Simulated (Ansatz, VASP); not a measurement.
Sn6Ge: VASP beside Ansatz

```
Sn Ge
1.0
     8.01009    0.00000    0.00000
     0.00000    8.01009    0.00000
     0.00000    0.00000    5.73938
Sn Ge
6 1
Cartesian
  5.9182 5.9182 2.8697
  2.0919 2.0919 2.8697
  2.0919 5.9182 2.8697
  5.9182 2.0919 2.8697
  4.0050 4.0050 0.0000
  0.0000 0.0000 2.8697
  4.0050 4.0050 2.8697
```

Alike in both runs: functional PBE; k mesh 3 × 3 × 3; occupations gaussian, width 0.2 eV; no spin polarisation.

Ansatz relaxed the structure, and its values are those at the end. VASP's run is a single point on that final structure, the one shown.

|  | VASP | Ansatz |
| --- | --- | --- |
| version | VASP 6.6.1 | Ansatz 0.2.0 |
| potentials or method | VASP PAW PBE potentials, release 64 (Sn_d, Ge_d), cutoff 520 eV | scalar-relativistic, plane waves, PAW |
| valence electrons in the cell | 98 | 98 |

|  | VASP | Ansatz | Ansatz less VASP |
| --- | --- | --- | --- |
| gap on the k mesh at the Fermi level (eV) | none | none | - |
| pressure (GPa) | -0.3 | -0.3 | +0.03 |
| rms of the force components (eV/Å) | 0.009 | 0.010 | +0.0011 |

A gap of «none» marks a metal or a gap that the smearing closes.

The k mesh is coarse, so the values compare programs but aren't converged.
